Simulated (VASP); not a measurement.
Set up this calculation in VASP 6.6.1, as the native input.

- Task: single point
- Functional: LDA
- Potentials or basis: VASP PAW LDA potentials, release 64 (Si)
- Cutoff: 520 eV
- k mesh: 12 × 12 × 6
- Occupations: gaussian, width 0.03 eV
- Spin: no spin polarisation
- Dipole correction: no
- Further INCAR settings: ALGO = Normal; EDIFF = 1e-07; NBANDS = 16

The structure of Si lies in POSCAR:

```
Si
1.0
    3.6181519190      0.0000000000      0.0000000000
   -1.8090759595      3.1334114766      0.0000000000
    0.0000000000      0.0000000000      6.9428717174
Si
4
Direct
    0.3333333333      0.6666666667      0.0821179099
    0.6666666667      0.3333333333      0.5821179099
    0.3333333333      0.6666666667      0.4178820901
    0.6666666667      0.3333333333      0.9178820901
```

This isn't the form of Si at room conditions, which is diamond.

This cell differs from its parent crystal: atoms shifted along a free coordinate, c/a of the conventional cell at fixed volume 1.9189.

The input as run:

INCAR

```
ALGO = Normal
EDIFF = 1E-7
ENCUT = 520
ISIF = 2
ISMEAR = 0
LASPH = T
LCHARG = F
LREAL = F
LWAVE = F
NBANDS = 16
NELM = 100
PREC = Accurate
SIGMA = 0.03
```

KPOINTS

```
k-points
0
Gamma
  12 12 6
```

Potentials or basis: VASP PAW LDA potentials, release 64 (Si).

Run with:

```bash
$ cat potpaw_LDA.64/Si/POTCAR > POTCAR
$ mpirun -np 1 vasp_std > vasp.out
```

It gave:

| Item | Value |
| --- | --- |
| Pressure | -2.6 GPa |
| Largest force | 1.765 eV/Å |
| Band gap on the k mesh | zero (bands 8 and 9 overlap by 1.26 eV) |

Caveat: forces of over 1 eV/Å act on the atoms, so gaps and moduli don't describe the material at rest.

Run time: 98 s on 1 thread of Intel(R) Xeon(R) Platinum 8259CL CPU @ 2.50GHz (Skylake/Cascade Lake), on a shared host, peak memory 0.2 GiB.
